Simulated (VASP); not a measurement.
Crystal: LuC2.

```xyz
3
Lattice="-1.7780 2.3368 2.4315 1.7780 -2.3368 2.4315 1.7780 2.3368 -2.4315" Properties=species:S:1:pos:R:3 pbc="T T T"
Lu    0.0000    0.0000    0.0000
C     0.0000    0.6553    2.4315
C     1.7780    1.6815    0.0000
```

```yaml
Program: VASP 6.6.1
Task: relaxation of cell and atoms
Functional: LDA
Potentials_or_basis: VASP PAW PBE potentials, release 64 (Lu, C)
Cutoff: 600 eV
k_mesh: 8 × 8 × 8
Occupations: fermi-dirac, width 0.05 eV
Spin: no spin polarisation
```

At the start: pressure -7.8 GPa; volume 13.47 Å³/atom.

**Question.** Where does the relaxation end?

**Answer.** Over 23 steps the energy falls by 19.1 meV/atom and the volume is 12.70 Å³/atom (-5.7 %); space group Immm (No. 71, to 0.1 Å) before and after.

Step by step:
```
step  energy change (eV)  largest force (eV/Å)  pressure (GPa)  volume (Å³)
   1              0.0000                0.3605           -7.84        40.41
   2              0.1457                5.3689           13.68        36.68
   3             -0.0344                1.0669           -2.24        39.22
   4             -0.0101                1.5154            3.58        36.62
   5             -0.0570                0.0281           -0.20        38.13
   6             -0.0570                0.0500           -0.20        38.11
   7             -0.0567                0.1476            0.69        37.95
   8             -0.0571                0.0045            0.09        38.07
   9             -0.0571                0.0019            0.09        38.07
  10             -0.0571                0.0241           -0.07        38.09
  11             -0.0571                0.0008            0.03        38.07
  12             -0.0571                0.0011            0.01        38.07
  13             -0.0571                0.0142            0.02        38.08
  14             -0.0571                0.0267            0.00        38.09
  15             -0.0571                0.0515           -0.05        38.12
  16             -0.0571                0.0374           -0.02        38.10
  17             -0.0572                0.0130           -0.01        38.11
  18             -0.0572                0.0122           -0.06        38.11
  19             -0.0572                0.0067           -0.09        38.11
  20             -0.0572                0.0031           -0.08        38.11
  21             -0.0572                0.0023           -0.11        38.11
  22             -0.0572                0.0025           -0.12        38.11
  23             -0.0572                0.0041           -0.02        38.09
```

Final structure:
```
Lu C
1.0
    -1.74785    2.28645    2.38264
     1.74785   -2.28645    2.38264
     1.74785    2.28645   -2.38264
Lu C
1 2
Direct
  0.00000 0.00000 0.00000
  0.64210 0.50000 0.14210
  0.35790 0.50000 0.85790
```

Caveat: the PAW data sets were made with another functional, which shifts forces and pressure a little.
